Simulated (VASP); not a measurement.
**ZnSe: single point with PBE**

Crystal: ZnSe.

```
Se Zn
1.0
     4.05219    0.00000    0.00000
     0.00000    4.05219    0.00000
     0.00000    0.00000    5.98831
Se Zn
2 2
Direct
  0.50000 0.00000 0.75372
  0.00000 0.50000 0.24628
  0.50000 0.50000 0.00000
  0.00000 0.00000 0.00000
```

```yaml
Program: VASP 6.6.1
Task: single point
Functional: PBE
Potentials_or_basis: VASP PAW PBE potentials, release 64 (Se, Zn)
Cutoff: 520 eV
k_mesh: 7 × 7 × 5
Occupations: fermi-dirac, width 0.05 eV
Spin: no spin polarisation
Dipole_correction: no
Further_INCAR_settings: ALGO = Normal; EDIFF = 1e-06; NBANDS = 26
```

The pressure is 2.3 GPa, the largest force is 0.368 eV/Å and the band gap on the k mesh is 2.01 eV.

Forces in eV/Å, atoms in the order of the input:
```
Se   0.000  0.000 -0.368
Se   0.000  0.000  0.368
Zn   0.000  0.000  0.000
Zn   0.000  0.000  0.000
```

Stress tensor (GPa, compression positive):
```
2.36 0.00 0.00
0.00 2.36 0.00
0.00 0.00 2.17
```

Levels at points of the mesh, in eV from the valence-band top:
```csv
k point,band 16,band 17,band 18,band 19,band 20,band 21
"(0.00, 0.00, 0.00)",-0.01,0.00,0.00,2.01,2.03,2.99
```

Wall time 78 s on 1 thread of Intel Xeon 8259CL, with other jobs on the host, peak memory 0.23 GiB.

Caveat: an odd mesh through Γ misses points on the zone boundary, where band edges can lie.
